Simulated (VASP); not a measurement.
Wanted: the native input for a VASP 6.6.1 run.

```
Task                   : relaxation of the atoms
Functional             : LDA
Potentials or basis    : VASP PAW LDA potentials, release 64 (Al, N)
Cutoff                 : 520 eV
k mesh                 : 9 × 9 × 6
Occupations            : gaussian, width 0.05 eV
Spin                   : no spin polarisation
Dipole correction      : no
Further INCAR settings : ALGO = Normal; EDIFF = 1e-07; IBRION = 2; EDIFFG = -0.01; NSW = 50
```

The structure of AlN lies in POSCAR:

```
AlN
1.0
    3.1195000000      0.0000000000      0.0000000000
   -1.5597500000      2.7015662471      0.0000000000
    0.0000000000      0.0000000000      4.5481000000
Al N
2 2
Direct
    0.3333333333      0.6666666667      0.0015210172
    0.6666666667      0.3333333333      0.5015210172
    0.3333333333      0.6666666667      0.3834789828
    0.6666666667      0.3333333333      0.8834789828
```

The input as run:

INCAR

```
SYSTEM = AlN
PREC     = Accurate       ! precision mode
ENCUT    = 520            ! plane-wave cutoff, eV
EDIFF    = 1E-7           ! SCF threshold, eV
ISMEAR   = 0              ! smearing method
SIGMA    = 0.05           ! smearing width, eV
LREAL    = .FALSE.        ! projectors in reciprocal space
LASPH    = .TRUE.         ! aspherical terms in the spheres
NELM     = 60             ! most SCF steps
ALGO     = Normal         ! electronic algorithm
ISIF     = 2              ! what is computed and relaxed
LWAVE    = .FALSE.        ! write WAVECAR
LCHARG   = .FALSE.        ! write CHGCAR
GGA      = CA             ! functional
IBRION   = 2              ! ionic algorithm
NSW      = 50             ! ionic steps
EDIFFG   = -0.01          ! ionic threshold
```

KPOINTS

```
Automatic mesh
0
G
  9 9 6
  0 0 0
```

Potentials or basis: VASP PAW LDA potentials, release 64 (Al, N).

Run with:

```bash
$ cat potpaw_LDA.64/Al/POTCAR potpaw_LDA.64/N/POTCAR > POTCAR
$ mpirun -np 1 vasp_std > vasp.out
```

It gave:

```json
{
 "Energy gained by relaxing": "58.0 meV/atom",
 "Ionic steps": "3",
 "Pressure after relaxing": "12.7 GPa",
 "Largest force after relaxing": "0.009 eV/Å",
 "Band gap on the k mesh": "4.29 eV, direct"
}
```

It took 14 s on 1 thread of Intel(R) Xeon(R) 6975P-C (Granite Rapids) (shared host), peak memory 0.14 GiB.
